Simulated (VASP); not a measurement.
# Tl2GeSe4 (P4/mmm) in VASP: relaxation of cell and atoms with PBEsol

Aim: the relaxation of cell and atoms of Tl2GeSe4 with PBEsol.

All numbers are computed with VASP 6.6.1; they aren't measurements. Logs are shortened: lines on timing, memory, paths and dates and some standing lists are left out, and cuts for length are marked.

## (1) The cell of the first run

It takes space group P4/mmm (No. 123, tetragonal). The conventional cell has a = 7.004 Å, b = 7.004 Å, c = 4.065 Å, α = 90.00°, β = 90.00°, γ = 90.00°. Within 4.2 Å of Tl (site symmetry mmm) lie 8 Se at 3.21 Å and 4 Ge at 4.05 Å and 2 Tl at 4.07 Å. Ge (site symmetry 4/mmm) has 4 Se at 2.30 Å within 3.0 Å. Within 3.0 Å of Se (site symmetry m2m) lie 1 Ge at 2.30 Å.

## (2) Relaxation of cell and atoms, PBEsol

Input file INCAR:

```
SYSTEM = Tl2GeSe4
PREC     = Accurate       ! precision mode
ENCUT    = 600            ! plane-wave cutoff, eV
EDIFF    = 1E-6           ! SCF threshold, eV
ISMEAR   = -1             ! smearing method
SIGMA    = 0.03           ! smearing width, eV
LREAL    = .FALSE.        ! projectors in reciprocal space
LASPH    = .TRUE.         ! aspherical terms in the spheres
NELM     = 100            ! most SCF steps
ALGO     = Normal         ! electronic algorithm
ISIF     = 3              ! what is computed and relaxed
LWAVE    = .FALSE.        ! write WAVECAR
LCHARG   = .FALSE.        ! write CHGCAR
GGA      = PS             ! functional
IBRION   = 2              ! ionic algorithm
NSW      = 100            ! ionic steps
EDIFFG   = -0.01          ! ionic threshold
```

Input file KPOINTS:

```
regular mesh
0
G
  4 4 6
  0 0 0
```

Input file POSCAR:

```
Tl2GeSe4
1.0
    7.0036855800      0.0000000000      0.0000000000
    0.0000000000      7.0036855800      0.0000000000
    0.0000000000      0.0000000000      4.0650256500
Tl Ge Se
2 1 4
Direct
    0.5000000000      0.0000000000      0.5000000000
    0.0000000000      0.5000000000      0.5000000000
    0.0000000000      0.0000000000      0.0000000000
    0.2322243700      0.7677756300      0.0000000000
    0.2322243700      0.2322243700      0.0000000000
    0.7677756300      0.7677756300      0.0000000000
    0.7677756300      0.2322243700      0.0000000000
```

Potentials or basis: VASP PAW PBE potentials, release 64 (Tl_d, Ge_d, Se).

The run is started by

```sh
$ cat potpaw_PBE.64/Tl_d/POTCAR potpaw_PBE.64/Ge_d/POTCAR potpaw_PBE.64/Se/POTCAR > POTCAR
$ mpirun -np 1 vasp_std > vasp.out
```

OUTCAR:

```text
SYSTEM = Tl2GeSe4
   PREC = Accurate
   ENCUT = 600
   EDIFF = 1E-6
   ISMEAR = -1
   LREAL = .FALSE.
   LASPH = .TRUE.
   NELM = 100
   ISIF = 3
   GGA = PS
   IBRION = 2
   NSW = 100
   EDIFFG = -0.01

 ion  position               nearest neighbor table
   1  0.500  0.000  0.500-   4 3.21   5 3.21   6 3.21   7 3.21   4 3.21   5 3.21   6 3.21   7 3.21

   2  0.000  0.500  0.500-   4 3.21   5 3.21   6 3.21   7 3.21   4 3.21   5 3.21   6 3.21   7 3.21

   3  0.000  0.000  0.000-   4 2.30   5 2.30   6 2.30   7 2.30
   4  0.232  0.768  0.000-   3 2.30   2 3.21   1 3.21   1 3.21   2 3.21
   5  0.232  0.232  0.000-   3 2.30   2 3.21   1 3.21   1 3.21   2 3.21
   6  0.768  0.768  0.000-   3 2.30   2 3.21   1 3.21   1 3.21   2 3.21
   7  0.768  0.232  0.000-   3 2.30   2 3.21   1 3.21   1 3.21   2 3.21

  LATTYP: Found a simple tetragonal cell.
 ALAT       =     7.0036855800
 C/A-ratio  =     0.5804123563

  Lattice vectors:

 A1 = (   7.0036855800,   0.0000000000,   0.0000000000)
 A2 = (   0.0000000000,   7.0036855800,   0.0000000000)
 A3 = (   0.0000000000,   0.0000000000,   4.0650256500)

Analysis of symmetry for initial positions (statically):
=====================================================================
 Subroutine PRICEL returns:
 Original cell was already a primitive cell.

 Routine SETGRP: Setting up the symmetry group for a
 simple tetragonal supercell.

 Subroutine GETGRP returns: Found 16 space group operations
 (whereof 16 operations were pure point group operations)
 out of a pool of 16 trial point group operations.

The static configuration has the point symmetry D_4h.

Analysis of symmetry for dynamics (positions and initial velocities):
=====================================================================
 Subroutine PRICEL returns:
 Original cell was already a primitive cell.

 Routine SETGRP: Setting up the symmetry group for a
 simple tetragonal supercell.

 Subroutine GETGRP returns: Found 16 space group operations
 (whereof 16 operations were pure point group operations)
 out of a pool of 16 trial point group operations.

The dynamic configuration has the point symmetry D_4h.

 Subroutine INISYM returns: Found 16 space group operations
 (whereof 16 operations are pure point group operations),
 and found     1 'primitive' translations

----------------------------------------------------------------------------------------

                                     Primitive cell

  volume of cell :     199.3961

  direct lattice vectors                    reciprocal lattice vectors
     7.003685580  0.000000000  0.000000000     0.142781967  0.000000000  0.000000000
     0.000000000  7.003685580  0.000000000     0.000000000  0.142781967  0.000000000
     0.000000000  0.000000000  4.065025650     0.000000000  0.000000000  0.246000908

  length of vectors
     7.003685580  7.003685580  4.065025650     0.142781967  0.142781967  0.246000908

  position of ions in fractional coordinates (direct lattice)
     0.500000000  0.000000000  0.500000000
     0.000000000  0.500000000  0.500000000
     0.000000000  0.000000000  0.000000000
     0.232224370  0.767775630  0.000000000
     0.232224370  0.232224370  0.000000000
     0.767775630  0.767775630  0.000000000
     0.767775630  0.232224370  0.000000000

  ion indices of the primitive-cell ions
   primitive index   ion index
                 1           1
                 2           2
                 3           3
                 4           4
                 5           5
                 6           6
                 7           7

----------------------------------------------------------------------------------------

 KPOINTS: regular mesh

Automatic generation of k-mesh.
 Grid dimensions read from file:
 generate k-points for:    4    4    6

 Generating k-lattice:

  Cartesian coordinates                     Fractional coordinates (reciprocal lattice)
     0.035695492  0.000000000  0.000000000     0.250000000  0.000000000  0.000000000
     0.000000000  0.035695492  0.000000000     0.000000000  0.250000000  0.000000000
     0.000000000  0.000000000  0.041000151     0.000000000  0.000000000  0.166666667

  Length of vectors
     0.035695492  0.035695492  0.041000151

  Shift w.r.t. Gamma in fractional coordinates (k-lattice)
     0.000000000  0.000000000  0.000000000

 Subroutine IBZKPT returns following result:
 ===========================================

 Found     24 irreducible k-points:

 Following reciprocal coordinates:
            Coordinates               Weight
  0.000000  0.000000  0.000000      1.000000
  0.250000  0.000000  0.000000      4.000000
  0.500000  0.000000  0.000000      2.000000
  0.250000  0.250000  0.000000      4.000000
  0.500000  0.250000  0.000000      4.000000
  0.500000  0.500000  0.000000      1.000000
[... 16 lines left out ...]
  0.500000  0.250000  0.500000      4.000000
  0.500000  0.500000  0.500000      1.000000
   k-points           NKPTS =     24   k-points in BZ     NKDIM =     24   number of bands    NBANDS=     38
   number of dos      NEDOS =    301   number of ions     NIONS =      7
   total plane-waves  NPLWV = 100352
   dimension x,y,z NGX =    56 NGY =   56 NGZ =   32
   dimension x,y,z NGXF=   112 NGYF=  112 NGZF=   64
   ions per type =               2   1   4
   NGX,Y,Z   is equivalent  to a cutoff of  13.29, 13.29, 13.09 a.u.
   NGXF,Y,Z  is equivalent  to a cutoff of  26.59, 26.59, 26.17 a.u.
 SYSTEM =  Tl2GeSe4
   PREC   = accura    normal or accurate (medium, high low for compatibility)
   ISTART =      0    job   : 0-new  1-cont  2-samecut
   ICHARG =      2    charge: 1-file 2-atom 10-const
   ISPIN  =      1    spin polarized calculation?
   LNONCOLLINEAR =      F non collinear calculations
   LSORBIT =      F    spin-orbit coupling
   LASPH  =      T    aspherical Exc in radial PAW
   ENCUT  =  600.0 eV  44.10 Ry    6.64 a.u.  13.99 13.99  8.12*2*pi/ulx,y,z
   NELM   =    100;   NELMIN=  2; NELMDL= -5     # of ELM steps
   EDIFF  = 0.1E-05   stopping-criterion for ELM
   LREAL  =      F    real-space projection
   EDIFFG = -.1E-01   stopping-criterion for IOM
   NSW    =    100    number of steps for IOM
   IBRION =      2    ionic relax: 0-MD 1-quasi-New 2-CG
   NFREE  =      1    steps in history (QN), initial steepest desc. (CG)
   ISIF   =      3    stress and relaxation
   ISYM   =      2    0-nonsym 1-usesym 2-fastsym
   POTIM  = 0.5000    time-step for ionic-motion
   TEBEG  =    0.0;   TEEND  =   0.0 temperature during run
   PSTRESS=    0.0 pullay stress
   NELECT =      64.0000    total number of electrons
   NUPDOWN=      -1.0000    fix difference up-down
   EMIN   =  10.00;   EMAX   =-10.00  energy-range for DOS
   EFERMI =   0.00;   METHOD = LEGACY
   ISMEAR =    -1;   SIGMA  =   0.03  broadening in eV -4-tet -1-fermi 0-gaus
   EFERMI_NEDOS =   21; number of points for ismear=-14 and -15
   IALGO  =     38    algorithm
   IMIX   =      4    mixing-type and parameters
     AMIX     =   0.40;   BMIX     =  1.00
     AMIX_MAG =   1.60;   BMIX_MAG =  1.00
  volume/ion in A,a.u.               =      28.49       192.23
  Fermi-wavevector in a.u.,A,eV,Ry     =   1.120889  2.118173 17.094255  1.256392
  Thomas-Fermi vector in A             =   2.257539
   LORBIT       =      0    0 simple, 1 ext, 2 COOP (PROOUT), +10 PAW based schemes
   GGA     = PS    functional components
   LHFCALC =     F    Hartree Fock is set to
   AEXX    =    0.0000 exact exchange contribution
   IVDW    =     0    specifies the selected vdW correction
   LEPSILON=     F    determine dielectric tensor
   LRPA    =     F    only Hartree local field effects (RPA)
 conjugate gradient relaxation of ions
 non-spin polarized calculation
  energy-cutoff  :      600.00
  volume of cell :      199.40
 maximum number of plane-waves:      6696
 NGX is ok and might be reduce to    56
   NGX = 27   NGY = 27   NGZ = 17

--------------------------------------- Ionic step        1  -------------------------------------------

 number of electron      63.9999991 magnetization

 Free energy of the ion-electron system (eV)
  ---------------------------------------------------
  ext. energy  EPLUGINS =         0.00000000
  ---------------------------------------------------
  free energy    TOTEN  =       -25.14269881 eV

  energy without entropy =      -25.13110380  energy(sigma->0) =      -25.13690130

------------------------ aborting loop because EDIFF is reached ----------------------------------------

  FORCE on cell =-STRESS in cart. coord.  units (eV):
  Direction    XX          YY          ZZ          XY          YZ          ZX
  --------------------------------------------------------------------------------------
  -------------------------------------------------------------------------------------
  Total        5.0183323      5.0183323     -0.9418727      0.0000000     -0.0000000     -0.0000000
  in kB       40.3230549     40.3230549     -7.5680892      0.0000000     -0.0000000     -0.0000000
  external PRESSURE =      24.3593402 kB  Pullay stress =       0.0000000 kB
[... 104 lines left out ...]
  FREE ENERGIE OF THE ION-ELECTRON SYSTEM (eV)
  ---------------------------------------------------
  free  energy   TOTEN  =       -25.3303020088 eV

  energy  without entropy=      -25.3181899536  energy(sigma->0) =      -25.32424598

[... ionic steps 4 to 14 ...]

--------------------------------------- Ionic step       15  -------------------------------------------

 number of electron      64.0000001 magnetization

------------------------ aborting loop because EDIFF is reached ----------------------------------------

  FORCE on cell =-STRESS in cart. coord.  units (eV):
  Direction    XX          YY          ZZ          XY          YZ          ZX
  --------------------------------------------------------------------------------------
  -------------------------------------------------------------------------------------
  Total       -0.0209881     -0.0209881      0.0957822      0.0000000     -0.0000000      0.0000000
  in kB       -0.1781223     -0.1781223      0.8128868      0.0000000     -0.0000000      0.0000000
  external PRESSURE =       0.1522141 kB  Pullay stress =       0.0000000 kB
[... 67 lines left out ...]
  energy  without entropy=      -25.4196283741  energy(sigma->0) =      -25.42482234

--------------------------------------- Ionic step       17  -------------------------------------------

 number of electron      64.0000001 magnetization

 Free energy of the ion-electron system (eV)
  ---------------------------------------------------
  ext. energy  EPLUGINS =         0.00000000
  ---------------------------------------------------
  free energy    TOTEN  =       -25.43019766 eV

  energy without entropy =      -25.41974161  energy(sigma->0) =      -25.42496964

 E-fermi :   3.5118     XC(G=0):  -9.4933

 val. band max:        3.4792976086   @ k =   0.5000   0.2500   0.0000
 cond. band min:       3.5352471861   @ k =   0.2500   0.0000   0.1667
 fundamental gap:      0.0559495774
 Fermi energy:         3.5117763551

 k-point     1 :       0.0000    0.0000    0.0000
  band No.  band energies     occupation
      1     -21.4573      2.00000
      2     -21.3934      2.00000
      3     -21.3934      2.00000
      4     -21.3543      2.00000
      5     -21.2984      2.00000
      6     -10.4783      2.00000
[... 1007 lines left out ...]
  FREE ENERGIE OF THE ION-ELECTRON SYSTEM (eV)
  ---------------------------------------------------
  free  energy   TOTEN  =       -25.4301976636 eV

  energy  without entropy=      -25.4197416081  energy(sigma->0) =      -25.42496964

 reached required accuracy - stopping structural energy minimisation
```

Run time: 32 min. Hardware: 1 thread of Intel Xeon 8259CL, shared host; peak memory 0.48 GiB.

What came out:

- Free energy: -25.4302 eV
- Relaxed volume: 27.01 Å³/atom
- Relaxed cell: a = 6.961 Å, b = 6.961 Å, c = 3.902 Å, α = 90.00°, β = 90.00°, γ = 90.00°
- Space group after relaxing (to 0.1 Å): P4/mmm (No. 123)
- Energy gained by relaxing: 41.1 meV/atom
- Ionic steps: 17
- Pressure after relaxing: 0.0 GPa
- Largest force after relaxing: 0.007 eV/Å
- Band gap on the k mesh: zero (bands 32 and 33 overlap by 1.28 eV)

Forces on the atoms (eV/Å):
```
Tl   0.000  0.000  0.000
Tl   0.000  0.000  0.000
Ge   0.000  0.000  0.000
Se  -0.005  0.005  0.000
Se  -0.005 -0.005  0.000
Se   0.005  0.005  0.000
Se   0.005 -0.005  0.000
```

Step by step:
```csv
step,energy change (eV),largest force (eV/Å),pressure (GPa),volume (Å³)
1,0.0000,1.2702,2.44,199.40
2,-0.1140,0.2990,-2.69,212.04
3,-0.1876,0.2158,-0.99,206.86
4,-0.2238,0.1905,-0.76,202.83
5,-0.2768,0.1414,0.13,191.76
6,-0.2781,0.1427,0.38,189.58
7,-0.2801,0.0523,-0.33,190.35
8,-0.2817,0.0237,-0.08,190.04
9,-0.2837,0.0199,-0.03,189.68
10,-0.2870,0.0100,0.11,188.59
11,-0.2870,0.0076,0.14,188.31
12,-0.2866,0.0571,-0.21,189.59
13,-0.2873,0.0180,-0.01,188.81
14,-0.2873,0.0157,0.01,188.77
15,-0.2873,0.0166,0.02,188.78
16,-0.2873,0.0173,0.00,188.80
17,-0.2875,0.0075,0.02,189.06
```

Final structure:
```
Tl Ge Se
1.0
     6.96087    0.00000    0.00000
     0.00000    6.96087    0.00000
     0.00000    0.00000    3.90189
Tl Ge Se
2 1 4
Direct
  0.50000 0.00000 0.50000
  0.00000 0.50000 0.50000
  0.00000 0.00000 0.00000
  0.24583 0.75417 0.00000
  0.24583 0.24583 0.00000
  0.75417 0.75417 0.00000
  0.75417 0.24583 0.00000
```

Levels at points of the mesh, in eV from the Fermi level:
| k point | band 29 | band 30 | band 31 | band 32 | band 33 | band 34 | band 35 | band 36 |
| --- | --- | --- | --- | --- | --- | --- | --- | --- |
| (0.00, 0.00, 0.00) | -0.46 | -0.13 | -0.10 | -0.05 | 0.50 | 0.97 | 2.71 | 3.06 |
| (0.50, 0.00, 0.00) | -0.86 | -0.35 | -0.32 | -0.18 | -0.16 | 1.07 | 2.91 | 3.50 |
| (0.50, 0.50, 0.00) | -0.98 | -0.98 | -0.34 | 0.67 | 0.67 | 1.72 | 2.61 | 3.30 |
| (0.00, 0.00, 0.50) | -1.34 | -0.36 | -0.36 | 0.09 | 0.31 | 0.46 | 1.57 | 2.00 |
| (0.50, 0.00, 0.50) | -2.47 | -1.33 | -1.28 | -0.15 | 0.18 | 0.82 | 1.38 | 3.95 |
| (0.50, 0.50, 0.50) | -1.80 | -1.80 | -1.12 | -0.28 | -0.28 | 0.67 | 2.36 | 2.83 |

Caveat: the PAW data sets were made with another functional, which shifts forces and pressure a little; spin-orbit coupling is left out, which moves the levels of the heavy elements.

The gap in the log of VASP goes by the Fermi energy; the results here count the filled bands.